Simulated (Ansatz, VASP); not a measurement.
## Two plane-wave programs on Cu5Mo

```
CELL_PARAMETERS angstrom
4.11612 0.00000 0.00000
-2.05806 3.56466 0.00000
0.00000 0.00000 6.90117
ATOMIC_POSITIONS crystal
Cu 0.00000 0.00000 0.16896
Cu 0.00000 0.00000 0.83104
Cu 0.66667 0.33333 0.31030
Cu 0.66667 0.33333 0.68970
Cu 0.00000 0.00000 0.50000
Mo 0.33333 0.66667 0.50000
```

Alike in both runs: functional PBE; k mesh 5 × 5 × 3; occupations gaussian, width 0.2 eV; no spin polarisation.

Ansatz relaxed the structure, and its values are those at the end. VASP's run is a single point on that final structure, the one shown.

|  | VASP | Ansatz |
| --- | --- | --- |
| version | VASP 6.6.1 | Ansatz 0.2.0 |
| potentials or method | VASP PAW PBE potentials, release 64 (Cu, Mo_sv), cutoff 600 eV | scalar-relativistic, plane waves, PAW |
| valence electrons in the cell | 69 | 109 |

|  | VASP | Ansatz | Ansatz less VASP |
| --- | --- | --- | --- |
| gap on the k mesh at the Fermi level (eV) | none | none | - |
| pressure (GPa) | 1.2 | 0.7 | -0.54 |
| rms of the force components (eV/Å) | 0.025 | 0.023 | -0.0019 |

A gap of «none» marks a metal or a gap that the smearing closes. With one functional, cell and mesh, what is left measures potentials, basis and numerics. VASP's potentials hold 69 valence electrons a cell and Ansatz's 109, so a difference there can come from the potentials and not from the codes.
